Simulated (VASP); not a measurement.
**RbBr3: single point with PBE**

RbBr3:

```
Rb Br
1.0
     3.15642    1.82236    4.26344
    -3.15642    1.82236    4.26344
     0.00000   -3.64472    4.26344
Rb Br
1 3
Direct
  0.50000 0.50000 0.50000
  0.00000 0.00000 0.50000
  0.50000 0.00000 0.00000
  0.00000 0.50000 0.00000
```

| Property | Result |
| --- | --- |
| Program | VASP 6.6.1 |
| Task | single point |
| Functional | PBE |
| Potentials or basis | VASP PAW PBE potentials, release 64 (Rb_sv, Br) |
| Cutoff | 520 eV |
| k mesh | 3 × 3 × 3 |
| Occupations | gaussian, width 0.1 eV |
| Spin | no spin polarisation |
| Dipole correction | no |
| Further INCAR settings | ALGO = Normal; EDIFF = 1e-06; NBANDS = 23 |

The pressure is 2.0 GPa. The band gap on the k mesh is zero (band 15 reaches 0.29 eV, above the bottom of band 16 at -0.69 eV).

Stress tensor (GPa, compression positive):
```
 3.09  0.00  0.00
 0.00  3.09  0.00
 0.00  0.00 -0.25
```

Levels at points of the mesh, in eV from the Fermi level:
```csv
k point,band 12,band 13,band 14,band 15,band 16,band 17,band 18,band 19
"(0.00, 0.00, 0.00)",-1.04,-1.04,-0.03,0.92,0.92,4.26,5.98,5.98
```

It took 20 s on 1 thread of Intel(R) Xeon(R) Platinum 8488C (Sapphire Rapids) (shared host), peak memory 0.24 GiB.

Caveat: the k points lie up to 0.42 Å⁻¹ apart.
